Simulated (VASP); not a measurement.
# HfB2 (P6/mmm) in VASP: a series of runs

The runs below take HfB2 through single point, relaxation of cell and atoms, with r2SCAN.

Everything below comes from runs of VASP 6.6.1. Logs are shortened: lines on timing, memory, paths and dates and some standing lists are left out, and cuts for length are marked.

**1. The cell of the first run**

Symmetry: P6/mmm, No. 191, hexagonal system. The conventional cell has a = 3.135 Å, b = 3.135 Å, c = 3.485 Å, α = 90.00°, β = 90.00°, γ = 120.00°. Hf (site symmetry 6/mmm) has 12 B at 2.51 Å and 6 Hf at 3.13 Å within 3.3 Å. B (site symmetry -6m2) has 3 B at 1.81 Å within 2.4 Å.

**2. Single point, r2SCAN, collinear spin**

POSCAR

```
HfB2
1.0
    3.1345523534      0.0000000000      0.0000000000
   -1.5672761767      2.7146019676      0.0000000000
    0.0000000000      0.0000000000      3.4846751290
Hf B
1 2
Direct
    0.0000000000      0.0000000000      0.0000000000
    0.6666666667      0.3333333333      0.5000000000
    0.3333333333      0.6666666667      0.5000000000
```

INCAR.step1

```
SYSTEM = HfB2
ALGO = Normal
EDIFF = 1E-5
ENCUT = 550
GGA = PE
GGA_COMPAT = .FALSE.
ISMEAR = 1
ISPIN = 2
LASPH = .TRUE.
LCHARG = .FALSE.
LMAXMIX = 4
LREAL = .FALSE.
LWAVE = .TRUE.
MAGMOM = 0.5 0 0
NBANDS = 19
NELM = 200
PREC = Accurate
SIGMA = 0.1
```

INCAR.step2

```
SYSTEM = HfB2
ALGO = Normal
EDIFF = 1E-6
ENCUT = 550
GGA_COMPAT = .FALSE.
ISIF = 2
ISMEAR = 1
ISPIN = 2
ISTART = 1
LASPH = .TRUE.
LCHARG = .TRUE.
LELF = .TRUE.
LMAXMIX = 4
LMIXTAU = .TRUE.
LORBIT = 11
LREAL = .FALSE.
LVHAR = .TRUE.
LWAVE = .FALSE.
MAGMOM = 0.5 0 0
METAGGA = R2SCAN
NBANDS = 19
NELM = 200
PREC = Accurate
SIGMA = 0.1
```

KPOINTS

```
k-points
0
G
  10 10 8
  0 0 0
```

Potentials or basis: VASP PAW PBE potentials, release 64 (Hf_pv, B).

Command:

```sh
$ cat potpaw_PBE.64/Hf_pv/POTCAR potpaw_PBE.64/B/POTCAR > POTCAR
$ cp INCAR.step1 INCAR
$ mpirun -np 1 vasp_std > vasp.out
$ cp INCAR.step2 INCAR
$ mpirun -np 1 vasp_std > vasp.out
```

OUTCAR:

```text
SYSTEM = HfB2
   EDIFF = 1E-6
   ENCUT = 550
   ISIF = 2
   ISMEAR = 1
   ISPIN = 2
   ISTART = 1
   LASPH = .TRUE.
   LORBIT = 11
   LREAL = .FALSE.
   METAGGA = R2SCAN
   NELM = 200
   PREC = Accurate

 ion  position               nearest neighbor table
   1  0.000  0.000  0.000-   2 2.51   3 2.51   2 2.51   3 2.51   2 2.51   2 2.51   3 2.51   3 2.51
                             2 2.51   2 2.51   3 2.51   3 2.51
   2  0.667  0.333  0.500-   3 1.81   3 1.81   3 1.81   1 2.51   1 2.51   1 2.51   1 2.51   1 2.51
                             1 2.51
   3  0.333  0.667  0.500-   2 1.81   2 1.81   2 1.81   1 2.51   1 2.51   1 2.51   1 2.51   1 2.51
                             1 2.51

  LATTYP: Found a hexagonal cell.
 ALAT       =     3.1345523534
 C/A-ratio  =     1.1116978554

  Lattice vectors:

 A1 = (   3.1345523534,   0.0000000000,   0.0000000000)
 A2 = (  -1.5672761767,   2.7146019676,   0.0000000000)
 A3 = (   0.0000000000,   0.0000000000,   3.4846751290)

Analysis of symmetry for initial positions (statically):
=====================================================================
 Subroutine PRICEL returns:
 Original cell was already a primitive cell.

 Routine SETGRP: Setting up the symmetry group for a
 hexagonal supercell.

 Subroutine GETGRP returns: Found 24 space group operations
 (whereof 24 operations were pure point group operations)
 out of a pool of 24 trial point group operations.

The static configuration has the point symmetry D_6h.

Analysis of symmetry for dynamics (positions and initial velocities):
=====================================================================
 Subroutine PRICEL returns:
 Original cell was already a primitive cell.

 Routine SETGRP: Setting up the symmetry group for a
 hexagonal supercell.

 Subroutine GETGRP returns: Found 24 space group operations
 (whereof 24 operations were pure point group operations)
 out of a pool of 24 trial point group operations.

The dynamic configuration has the point symmetry D_6h.

Analysis of structural, dynamic, and magnetic symmetry:
=====================================================================
 Subroutine PRICEL returns:
 Original cell was already a primitive cell.

 Routine SETGRP: Setting up the symmetry group for a
 hexagonal supercell.

 Subroutine GETGRP returns: Found 24 space group operations
 (whereof 24 operations were pure point group operations)
 out of a pool of 24 trial point group operations.

The overall configuration has the point symmetry D_6h.

 Subroutine INISYM returns: Found 24 space group operations
 (whereof 24 operations are pure point group operations),
 and found     1 'primitive' translations

----------------------------------------------------------------------------------------

                                     Primitive cell

  volume of cell :      29.6513

  direct lattice vectors                    reciprocal lattice vectors
     3.134552353  0.000000000  0.000000000     0.319024820  0.184189066  0.000000000
    -1.567276177  2.714601968  0.000000000     0.000000000  0.368378131  0.000000000
     0.000000000  0.000000000  3.484675129     0.000000000  0.000000000  0.286970797

  length of vectors
     3.134552353  3.134552353  3.484675129     0.368378131  0.368378131  0.286970797

  position of ions in fractional coordinates (direct lattice)
     0.000000000  0.000000000  0.000000000
     0.666666667  0.333333333  0.500000000
     0.333333333  0.666666667  0.500000000

  ion indices of the primitive-cell ions
   primitive index   ion index
                 1           1
                 2           2
                 3           3

----------------------------------------------------------------------------------------

 KPOINTS: k-points

Automatic generation of k-mesh.
 Grid dimensions read from file:
 generate k-points for:   10   10    8

 Generating k-lattice:

  Cartesian coordinates                     Fractional coordinates (reciprocal lattice)
     0.031902482  0.018418907  0.000000000     0.100000000  0.000000000  0.000000000
     0.000000000  0.036837813  0.000000000     0.000000000  0.100000000  0.000000000
     0.000000000  0.000000000  0.035871350     0.000000000  0.000000000  0.125000000

  Length of vectors
     0.036837813  0.036837813  0.035871350

  Shift w.r.t. Gamma in fractional coordinates (k-lattice)
     0.000000000  0.000000000  0.000000000

 Subroutine IBZKPT returns following result:
 ===========================================

 Found     70 irreducible k-points:

 Following reciprocal coordinates:
            Coordinates               Weight
  0.000000  0.000000  0.000000      1.000000
  0.100000 -0.000000  0.000000      6.000000
  0.200000 -0.000000  0.000000      6.000000
  0.300000  0.000000  0.000000      6.000000
  0.400000  0.000000  0.000000      6.000000
  0.500000  0.000000  0.000000      3.000000
[... 16 lines left out ...]
  0.300000  0.100000  0.125000     24.000000
  0.400000  0.100000  0.125000     24.000000
 [... further k-points ...]
   k-points           NKPTS =     70   k-points in BZ     NKDIM =     70   number of bands    NBANDS=     19
   number of dos      NEDOS =    301   number of ions     NIONS =      3
   total plane-waves  NPLWV =  16128
   dimension x,y,z NGX =    24 NGY =   24 NGZ =   28
   dimension x,y,z NGXF=    48 NGYF=   48 NGZF=   56
   ions per type =               1   2
   NGX,Y,Z   is equivalent  to a cutoff of  12.73, 12.73, 13.36 a.u.
   NGXF,Y,Z  is equivalent  to a cutoff of  25.46, 25.46, 26.72 a.u.
 SYSTEM =  HfB2
   PREC   = accura    normal or accurate (medium, high low for compatibility)
   ISTART =      1    job   : 0-new  1-cont  2-samecut
   ICHARG =      0    charge: 1-file 2-atom 10-const
   ISPIN  =      2    spin polarized calculation?
   LNONCOLLINEAR =      F non collinear calculations
   LSORBIT =      F    spin-orbit coupling
   LASPH  =      T    aspherical Exc in radial PAW
   ENCUT  =  550.0 eV  40.42 Ry    6.36 a.u.   5.99  5.99  6.66*2*pi/ulx,y,z
   NELM   =    200;   NELMIN=  2; NELMDL=  0     # of ELM steps
   EDIFF  = 0.1E-05   stopping-criterion for ELM
   LREAL  =      F    real-space projection
   EDIFFG = 0.1E-04   stopping-criterion for IOM
   NSW    =      0    number of steps for IOM
   IBRION =     -1    ionic relax: 0-MD 1-quasi-New 2-CG
   NFREE  =      0    steps in history (QN), initial steepest desc. (CG)
   ISIF   =      2    stress and relaxation
   ISYM   =      2    0-nonsym 1-usesym 2-fastsym
   POTIM  = 0.5000    time-step for ionic-motion
   TEBEG  =    0.0;   TEEND  =   0.0 temperature during run
   PSTRESS=    0.0 pullay stress
   NELECT =      16.0000    total number of electrons
   NUPDOWN=      -1.0000    fix difference up-down
   EMIN   =  10.00;   EMAX   =-10.00  energy-range for DOS
   EFERMI =   0.00;   METHOD = LEGACY
   ISMEAR =     1;   SIGMA  =   0.10  broadening in eV -4-tet -1-fermi 0-gaus
   EFERMI_NEDOS =   21; number of points for ismear=-14 and -15
   IALGO  =     38    algorithm
   IMIX   =      4    mixing-type and parameters
     AMIX     =   0.40;   BMIX     =  1.00
     AMIX_MAG =   1.60;   BMIX_MAG =  1.00
  volume/ion in A,a.u.               =       9.88        66.70
  Fermi-wavevector in a.u.,A,eV,Ry     =   1.332806  2.518638 24.168994  1.776371
  Thomas-Fermi vector in A             =   2.461712
   LORBIT       =     11    0 simple, 1 ext, 2 COOP (PROOUT), +10 PAW based schemes
   METAGGA = R2SCAN    functional components
   LHFCALC =     F    Hartree Fock is set to
   AEXX    =    0.0000 exact exchange contribution
   IVDW    =     0    specifies the selected vdW correction
   LEPSILON=     F    determine dielectric tensor
   LRPA    =     F    only Hartree local field effects (RPA)
 spin polarized calculation
 Methfessel and Paxton  Order N= 1 SIGMA  =   0.10
  energy-cutoff  :      550.00
  volume of cell :       29.65
 maximum number of plane-waves:       896
 NGX is ok and might be reduce to    24
   NGX = 11   NGY = 11   NGZ = 13

 number of electron      15.9999997 magnetization       0.0000001

 number of electron      15.9999997 magnetization      -0.0000000

 Free energy of the ion-electron system (eV)
  ---------------------------------------------------
  ext. energy  EPLUGINS =         0.00000000
  ---------------------------------------------------
  free energy    TOTEN  =       -63.08705733 eV

  energy without entropy =      -63.08653746  energy(sigma->0) =      -63.08688404

 E-fermi :   7.6072     XC(G=0): -13.5592

 val. band max:        7.5867761226   @ k =   0.2000   0.2000   0.1250
 cond. band min:       7.8813950120   @ k =   0.1000   0.1000   0.2500
 fundamental gap:      0.2946188894
 Fermi energy:         7.6072450231

 spin component 1

 k-point     1 :       0.0000    0.0000    0.0000
  band No.  band energies     occupation
      1     -24.1434      1.00000
      2     -23.6305      1.00000
      3     -23.6305      1.00000
      4      -6.9572      1.00000
      5       4.6003      1.00000
      6       4.6271      1.00000
[... 11 lines left out ...]
     18      19.8670      0.00000
     19      24.7018      0.00000
[... 485 lines left out ...]
 k-point    24 :       0.4000    0.1000    0.1250
  band No.  band energies     occupation
      1     -24.3798      1.00000
      2     -24.0364      1.00000
      3     -23.8534      1.00000
      4      -2.9422      1.00000
      5      -1.4889      1.00000
      6       2.7837      1.00000
[... 11 lines left out ...]
     18      22.3554      0.00000
     19      23.3126      0.00000

 [... further k-points ...]

 spin component 2

 k-point     1 :       0.0000    0.0000    0.0000
  band No.  band energies     occupation
      1     -24.1434      1.00000
      2     -23.6305      1.00000
      3     -23.6305      1.00000
      4      -6.9572      1.00000
      5       4.6003      1.00000
      6       4.6271      1.00000
[... 11 lines left out ...]
     18      19.8670      0.00000
     19      24.7018      0.00000
[... 485 lines left out ...]
 k-point    24 :       0.4000    0.1000    0.1250
  band No.  band energies     occupation
      1     -24.3798      1.00000
      2     -24.0364      1.00000
      3     -23.8534      1.00000
      4      -2.9422      1.00000
      5      -1.4889      1.00000
      6       2.7837      1.00000
[... 11 lines left out ...]
     18      22.3554      0.00000
     19      23.3126      0.00000

 [... further k-points ...]
[... 5 lines left out ...]
  --------------------------------------------------------------------------------------
  -------------------------------------------------------------------------------------
  Total       -0.1226073     -0.1226073     -0.1065025      0.0000000      0.0000000      0.0000000
  in kB       -6.6249534     -6.6249534     -5.7547491      0.0000000      0.0000000      0.0000000
  external PRESSURE =      -6.3348853 kB  Pullay stress =       0.0000000 kB

 VOLUME and BASIS-vectors are now :
 -----------------------------------------------------------------------------
  energy-cutoff  :      550.00
  volume of cell :       29.65
      direct lattice vectors                 reciprocal lattice vectors
     3.134552353  0.000000000  0.000000000     0.319024820  0.184189066  0.000000000
    -1.567276177  2.714601968  0.000000000     0.000000000  0.368378131  0.000000000
     0.000000000  0.000000000  3.484675129     0.000000000  0.000000000  0.286970797

 POSITION                                       TOTAL-FORCE (eV/Angst)
 -----------------------------------------------------------------------------------
      0.00000      0.00000      0.00000        -0.000000      0.000000      0.000000
      1.56728      0.90487      1.74234         0.000000     -0.000000     -0.000000
     -0.00000      1.80973      1.74234        -0.000000      0.000000      0.000000
 -----------------------------------------------------------------------------------
    total drift:                               -0.000000      0.000000      0.000000

  FREE ENERGIE OF THE ION-ELECTRON SYSTEM (eV)
  ---------------------------------------------------
  free  energy   TOTEN  =       -63.0870573250 eV

  energy  without entropy=      -63.0865374599  energy(sigma->0) =      -63.08688404

 total charge

# of ion       s       p       d       tot
------------------------------------------
    1        0.302   6.594   1.821   8.716
    2        0.678   1.277   0.000   1.955
    3        0.678   1.277   0.000   1.955
--------------------------------------------------
tot          1.658   9.147   1.821  12.626

 magnetization (x)

# of ion       s       p       d       tot
------------------------------------------
    1       -0.000  -0.000  -0.000  -0.000
    2        0.000   0.000   0.000   0.000
    3        0.000   0.000   0.000   0.000
--------------------------------------------------
tot         -0.000  -0.000  -0.000  -0.000
```

Run time: 3 min. Hardware: 1 thread of AMD EPYC 9R45 (Zen 5), shared host; peak memory 0.18 GiB.

Results:

- Free energy: -63.0871 eV
- Pressure: -0.6 GPa
- Band gap on the k mesh: zero (filled and empty bands overlap)
- Net moment: 0.00 μB per cell
- Valence electrons inside the program's atomic spheres: Hf 8.72; B 1.96

Stress tensor (GPa, compression positive):
```
-0.66  0.00  0.00
 0.00 -0.66  0.00
 0.00  0.00 -0.58
```

Caveat: an empty level that is flat over the whole mesh can mark a ghost state of the potentials, or a narrow d or f band; the PAW data sets were made with another functional, which shifts forces and pressure a little; spin-orbit coupling is left out, which moves the levels of the heavy elements.

**3. Relaxation of cell and atoms, r2SCAN, collinear spin**

This run uses another cell than the first one, of 9.90 Å³/atom.

POSCAR

```
HfB2
1.0
    3.1400000000      0.0000000000      0.0000000000
   -1.5700000000      2.7193197679      0.0000000000
    0.0000000000      0.0000000000      3.4800000000
Hf B
1 2
Direct
    0.0000000000      0.0000000000      0.0000000000
    0.6666666667      0.3333333333      0.5000000000
    0.3333333333      0.6666666667      0.5000000000
```

INCAR.step1

```
SYSTEM = HfB2
PREC = Accurate
ENCUT = 550
ISMEAR = 1
SIGMA = 0.1
LREAL = .False.
LASPH = .True.
NELM = 200
ISPIN = 2
MAGMOM = 0.5 0 0
LMAXMIX = 4
GGA = PE
ALGO = Normal
EDIFF = 1E-5
LWAVE = .True.
LCHARG = .False.
GGA_COMPAT = .False.
IBRION = 2
ISIF = 3
EDIFFG = -0.005
NELMIN = 4
NSW = 100
```

INCAR.step2

```
SYSTEM = HfB2
PREC = Accurate
ENCUT = 550
EDIFF = 1E-7
ISMEAR = 1
SIGMA = 0.1
LREAL = .False.
LASPH = .True.
NELM = 200
ALGO = Normal
ISIF = 3
LWAVE = .False.
LCHARG = .False.
ISPIN = 2
MAGMOM = 0.5 0 0
LORBIT = 11
LMAXMIX = 4
METAGGA = R2SCAN
LMIXTAU = .True.
IBRION = 2
NSW = 60
EDIFFG = -0.01
ISTART = 1
GGA_COMPAT = .False.
NELMIN = 4
```

KPOINTS

```
regular mesh
0
Gamma
  10 10 8
  0 0 0
```

Potentials or basis: VASP PAW PBE potentials, release 64 (Hf_pv, B).

Command:

```sh
$ cat potpaw_PBE.64/Hf_pv/POTCAR potpaw_PBE.64/B/POTCAR > POTCAR
$ cp INCAR.step1 INCAR
$ mpirun -np 1 vasp_std > vasp.out
$ cp INCAR.step2 INCAR
$ mpirun -np 1 vasp_std > vasp.out
```

Run time: 7.6 min. Hardware: 1 thread of AMD EPYC 9R45 (Zen 5), shared host; peak memory 0.17 GiB.

It converged, with:

* Free energy: -63.0872 eV
* Relaxed volume: 9.86 Å³/atom
* Relaxed cell: a = 3.132 Å, b = 3.132 Å, c = 3.482 Å, α = 90.00°, β = 90.00°, γ = 120.00°
* Space group after relaxing (to 0.1 Å): P6/mmm (No. 191)
* Energy gained by relaxing: 0.3 meV/atom
* Ionic steps: 5
* Pressure after relaxing: 0.0 GPa
* Band gap on the k mesh: zero (filled and empty bands overlap)
* Net moment: 0.00 μB per cell
* Valence electrons inside the program's atomic spheres: Hf 8.72; B 1.96

Step by step:
```tsv
step	energy change (eV)	largest force (eV/Å)	pressure (GPa)	volume (Å³)
1	0.0000	0.0000	-1.25	29.71
2	0.0004	0.0000	1.78	29.38
3	-0.0007	0.0000	0.06	29.57
4	-0.0007	0.0000	0.11	29.56
5	-0.0008	0.0000	0.00	29.58
```

Final structure:
```cif
data_structure
_symmetry_space_group_name_H-M 'P 1'
_symmetry_Int_Tables_number 1
_cell_length_a 3.1319
_cell_length_b 3.1319
_cell_length_c 3.4821
_cell_angle_alpha 90.000
_cell_angle_beta 90.000
_cell_angle_gamma 120.000
_cell_volume 29.58
loop_
_atom_site_label
_atom_site_type_symbol
_atom_site_fract_x
_atom_site_fract_y
_atom_site_fract_z
_atom_site_occupancy
Hf1 Hf 0.00000 0.00000 0.00000 1
B1 B 0.66667 0.33333 0.50000 1
B2 B 0.33333 0.66667 0.50000 1
```

Levels at points of the mesh, in eV from the Fermi level:
Spin up:
```tsv
k point	band 5	band 6	band 7	band 8	band 9	band 10	band 11	band 12
(0.00, 0.00, 0.00)	-3.01	-2.98	-2.91	-2.91	4.38	4.38	5.06	5.06
(0.50, 0.00, 0.00)	-9.69	-4.28	-3.56	-2.87	2.29	3.00	6.02	6.14
(0.00, 0.00, 0.50)	-8.75	-1.13	-1.13	0.50	0.50	1.21	1.21	2.49
(0.50, 0.00, 0.50)	-7.99	-5.13	-4.86	-2.89	4.28	4.53	6.66	7.60
```
Spin down:
```tsv
k point	band 4	band 5	band 6	band 7	band 8	band 9	band 10	band 11	band 12
(0.00, 0.00, 0.00)	-14.58	-3.01	-2.98	-2.91	-2.91	4.38	4.38	5.06	5.06
(0.50, 0.00, 0.00)	-10.27	-9.69	-4.28	-3.56	-2.87	2.29	3.00	6.02	6.14
(0.00, 0.00, 0.50)	-12.16	-8.75	-1.13	-1.13	0.50	0.50	1.21	1.21	2.49
(0.50, 0.00, 0.50)	-10.98	-7.99	-5.13	-4.86	-2.89	4.28	4.53	6.66	7.60
```

Caveat: the PAW data sets were made with another functional, which shifts forces and pressure a little; spin-orbit coupling is left out, which moves the levels of the heavy elements.

The gap in the log of VASP goes by the Fermi energy; the results here count the filled bands.